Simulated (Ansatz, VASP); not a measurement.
## ZnO in VASP and in Ansatz

```
CELL_PARAMETERS angstrom
-3.19653 3.19653 3.19653
3.19653 -3.19653 3.19653
3.19653 3.19653 -3.19653
ATOMIC_POSITIONS crystal
Zn 0.32899 0.32899 0.32899
Zn 0.00000 0.00000 0.67101
Zn 0.00000 0.67101 0.00000
Zn 0.67101 0.00000 0.00000
O 0.67623 0.67623 0.67623
O 0.00000 0.00000 0.32377
O 0.00000 0.32377 0.00000
O 0.32377 0.00000 0.00000
```

Alike in both runs: task relaxation of the atoms; functional PBE; k mesh 6 × 6 × 6; occupations gaussian, width 0.02 eV; no spin polarisation.

|  | VASP | Ansatz |
| --- | --- | --- |
| version | VASP 6.6.1 | Ansatz 0.2.0 |
| potentials or method | VASP PAW PBE potentials, release 64 (Zn, O), cutoff 520 eV | scalar-relativistic, plane waves, PAW |
| valence electrons in the cell | 72 | 72 |

```tsv
	VASP	Ansatz	Ansatz less VASP
gap on the k mesh at the Fermi level, each at its own relaxed structure (eV)	1.25	1.26	+0.012
```

Ansatz's warnings: stress scf threshold loose.
